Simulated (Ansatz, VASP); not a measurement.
Two plane-wave programs on CuHCSO5

```
Cu H C S O
1.0
     8.59000    0.00000    0.00000
     0.00000    4.89800    0.00000
    -1.08861    0.00000   11.97803
Cu H C S O
4 4 4 4 20
Cartesian
  1.9597 1.2363 0.4081
  6.0860 3.6853 5.5809
  5.5416 3.6617 11.5699
  1.4154 1.2127 6.3971
  7.2146 0.8425 3.4137
  0.8311 3.2915 2.5753
  0.2868 4.0555 8.5643
  6.6703 1.6065 9.4028
  3.2765 0.4918 1.3954
  4.7692 2.9408 4.5936
  4.2249 4.4062 10.5826
  2.7322 1.9572 7.3845
  7.4591 1.1889 1.4499
  0.5866 3.6379 4.5391
  0.0423 3.7091 10.5281
  6.9148 1.2601 7.4390
  0.1854 1.8294 1.4568
  7.8603 4.2784 4.5322
  7.3160 3.0686 10.5213
  -0.3589 0.6196 7.4458
  6.8984 1.3146 2.8952
  1.1473 3.7636 3.0938
  0.6030 3.5834 9.0828
  6.3540 1.1344 8.8842
  6.4897 1.8877 0.6334
  1.5560 4.3367 5.3556
  1.0117 3.0103 11.3446
  5.9454 0.5613 6.6224
  4.0642 4.8637 1.9632
  3.9815 2.4147 4.0258
  3.4372 0.0343 10.0148
  3.5199 2.4833 7.9522
  7.5561 4.6781 1.1397
  0.4896 2.2291 4.8493
  -0.0547 0.2199 10.8383
  7.0118 2.6689 7.1287
```

Alike in both runs: task electric field gradients; functional PBE; k mesh 3 × 5 × 2; occupations fermi-dirac, width 0.02 eV; no spin polarisation.

|  | VASP | Ansatz |
| --- | --- | --- |
| version | VASP 6.6.1 | Ansatz 0.2.0 |
| potentials or method | VASP PAW PBE potentials, release 64 (Cu, H, C, S, O) | plane-wave PAW, scalar-relativistic |
| plane-wave cutoff (eV) | 520 | 420 |
| valence electrons in the cell | 208 | 240 |

|  | VASP | Ansatz | Ansatz less VASP |
| --- | --- | --- | --- |
| gap on the k mesh at the Fermi level (eV) | 3.54 | 3.54 | -0.004 |
| pressure (GPa) | 13.2 | 12.9 | -0.35 |
| traceless stress, the component that is largest in VASP (GPa) | 9.26 | 8.17 | -1.094 |
| rms of the force components (eV/Å) | 6.533 | 5.900 | -0.6328 |
| size of Vzz on the site where it differs most (V/Å²) | 29.6 | 15.1 | -14.49 |

Atom by atom the forces differ by 0.673 eV/Å (rms over components). The functional is the same, so the differences come from potentials, cutoffs and numerics. VASP's potentials hold 208 valence electrons a cell and Ansatz's 240, so a difference there can come from the potentials and not from the codes.

Noted on VASP's run: the standard files for N, O and F lose accuracy on very short bonds.
